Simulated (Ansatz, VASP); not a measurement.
**One calculation of Rh, two programs**

File INCAR:

```
PREC = Accurate
ENCUT = 520
EDIFF = 1E-6
ISMEAR = 0
SIGMA = 0.15
LREAL = F
LASPH = T
NELM = 100
ALGO = Fast
ISIF = 2
LWAVE = F
LCHARG = F
GGA = PE
NBANDS = 14
```

The input KPOINTS:

```
regular mesh
0
Gamma
  26 26 26
```

Contents of POSCAR:

```
Rh
1.0
    0.0000000000      1.8670912766      1.9628395472
    1.8670912766      0.0000000000      1.9628395472
    1.8670912766      1.8670912766      0.0000000000
Rh
1
Direct
    0.0000000000      0.0000000000      0.0000000000
```

Input for Ansatz:

```yaml
crystal:
  lattice:
    - [0.0, 1.8670912766, 1.9628395472]
    - [1.8670912766, 0.0, 1.9628395472]
    - [1.8670912766, 1.8670912766, 0.0]
  atoms:
    - { symbol: Rh, position: [0.0, 0.0, 0.0] }
basis:
  ecutwfc: 420
kpoints:
  mp_grid: { grid: [26, 26, 26] }
hamiltonian:
  xc: pbe
scf:
  occupations: { method: gaussian, width: 0.15 }
output:
  forces: true
  stress: true
  eigenvalues: true
```

Change from the starting cell: strain -0.025 along x and y, +0.025 along z, atoms carried along.

Alike in both runs: task single point; functional PBE; k mesh 26 × 26 × 26; occupations gaussian, width 0.15 eV; no spin polarisation.

|  | VASP | Ansatz |
| --- | --- | --- |
| version | VASP 6.6.1 | Ansatz 0.2.0 |
| potentials or method | VASP PAW PBE potentials, release 64 (Rh_pv), cutoff 520 eV | scalar-relativistic, plane waves, PAW |
| valence electrons in the cell | 15 | 17 |

|  | VASP | Ansatz | Ansatz less VASP |
| --- | --- | --- | --- |
| gap on the k mesh at the Fermi level (eV) | none | none | - |
| pressure (GPa) | 7.7 | 7.7 | -0.02 |
| traceless stress, the component that is largest in VASP (GPa) | -8.56 | -8.58 | -0.025 |

A gap of «none» marks a metal or a gap that the smearing closes. VASP's potentials hold 15 valence electrons a cell and Ansatz's 17, so a difference there can come from the potentials and not from the codes.
